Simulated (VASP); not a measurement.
Write the native input for VASP 6.6.1 that does the following.

```yaml
Task: relaxation of cell and atoms
Functional: PBE
Potentials_or_basis: VASP PAW PBE potentials, release 64 (Ba_sv, Zr_sv, O)
Cutoff: 600 eV
k_mesh: 6 × 6 × 6
Occupations: fermi-dirac, width 0.05 eV
Spin: no spin polarisation
Target_pressure: 5 GPa
Dipole_correction: no
Further_INCAR_settings: ALGO = Normal; EDIFF = 1e-07; IBRION = 2; EDIFFG = -0.01; NSW = 60; ISIF = 3
```

The structure of BaZrO3 lies in POSCAR:

```
BaZrO3
1.0
    4.1913400000      0.0000000000      0.0000000000
    0.0000000000      4.1913400000      0.0000000000
    0.0000000000      0.0000000000      4.1913400000
Ba Zr O
1 1 3
Direct
    0.0000000000      0.0000000000      0.0000000000
    0.5000000000      0.5000000000      0.5000000000
    0.5000000000      0.5000000000      0.0000000000
    0.5000000000      0.0000000000      0.5000000000
    0.0000000000      0.5000000000      0.5000000000
```

One way to write it, as run:

INCAR

```
PREC = Accurate
ENCUT = 600
EDIFF = 1E-7
ISMEAR = -1
SIGMA = 0.05
LREAL = F
LASPH = T
NELM = 60
ALGO = Normal
ISIF = 3
LWAVE = F
LCHARG = F
GGA = PE
IBRION = 2
NSW = 60
EDIFFG = -0.01
PSTRESS = 50.0
```

KPOINTS

```
Automatic mesh
0
Gamma
  6 6 6
```

Potentials or basis: VASP PAW PBE potentials, release 64 (Ba_sv, Zr_sv, O).

Launch:

```sh
$ cat potpaw_PBE.64/Ba_sv/POTCAR potpaw_PBE.64/Zr_sv/POTCAR potpaw_PBE.64/O/POTCAR > POTCAR
$ mpirun -np 1 vasp_std > vasp.out
```

Results of the run:

```
Pressure after relaxing : 4.9 GPa
Band gap on the k mesh  : 3.19 eV (least direct gap 3.41 eV)
```

Caveat: the relaxation stopped at its first step, so nothing moved; the cell is relaxed towards a set pressure, so the run minimises the enthalpy, not the energy; spin-orbit coupling is left out, which moves the levels of the heavy elements.

It took 56 s on 1 thread of Intel Xeon 8259CL, with other jobs on the host, peak memory 0.23 GiB.
